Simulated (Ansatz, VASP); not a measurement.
## Au: VASP beside Ansatz

INCAR

```
ALGO = Normal
EDIFF = 1E-7
EDIFFG = -0.01
ENCUT = 600
GGA = RE
IBRION = 2
ISIF = 3
ISMEAR = -1
IVDW = 13
LASPH = True
LCHARG = False
LREAL = False
LWAVE = False
NELM = 60
NSW = 60
PREC = Accurate
SIGMA = 0.05
```

File KPOINTS:

```
k-points
0
Gamma
  11 11 11
```

File POSCAR:

```
Au
1.0
   -1.6572690000      1.6572690000      1.6572690000
    1.6572690000     -1.6572690000      1.6572690000
    1.6572690000      1.6572690000     -1.6572690000
Au
1
Direct
    0.0000000000      0.0000000000      0.0000000000
```

Contents of input.yaml:

```yaml
crystal:
  lattice:
    - [-1.657269, 1.657269, 1.657269]
    - [1.657269, -1.657269, 1.657269]
    - [1.657269, 1.657269, -1.657269]
  atoms:
    - { symbol: Au, position: [0.0, 0.0, 0.0] }
hamiltonian:
  xc: revpbe
  pseudopotentials: { kind: paw }
  dispersion: d4
kpoints:
  mp_grid: { grid: [11, 11, 11] }
scf:
  occupations: { method: fermi_dirac, width: 0.05 }
output:
  forces: true
  stress: true
  eigenvalues: true
relax:
  f_tol: 0.01
  max_steps: 40
  cell: { stress_tol: 0.05 }
```

Alike in both runs: task relaxation of cell and atoms; functional revPBE; dispersion D4; k mesh 11 × 11 × 11; occupations fermi-dirac, width 0.05 eV; no spin polarisation.

```csv
,VASP,Ansatz
version,VASP 6.6.1,Ansatz 0.2.0
potentials or method,"VASP PAW PBE potentials, release 64 (Au)",Ansatz PAW
plane-wave cutoff (eV),600,420
valence electrons in the cell,11,19
```

```csv
,VASP,Ansatz,Ansatz less VASP
"gap on the k mesh at the Fermi level, each at its own relaxed structure (eV)",none,none,-
relaxed volume (Å³/atom),17.27,17.29,+0.023
relaxed cell length with the largest relative difference (Å),2.820,2.821,+0.0013
```

VASP's potentials were made for PBE, not for revPBE. A gap of «none» marks a metal or a gap that the smearing closes. VASP's potentials hold 11 valence electrons a cell and Ansatz's 19, so a difference there can come from the potentials and not from the codes.

Spin-orbit coupling is off throughout. Noted on Ansatz's run: the plane-wave basis is chosen anew once the cell has moved, so the energies of steps on either side of that aren't comparable.
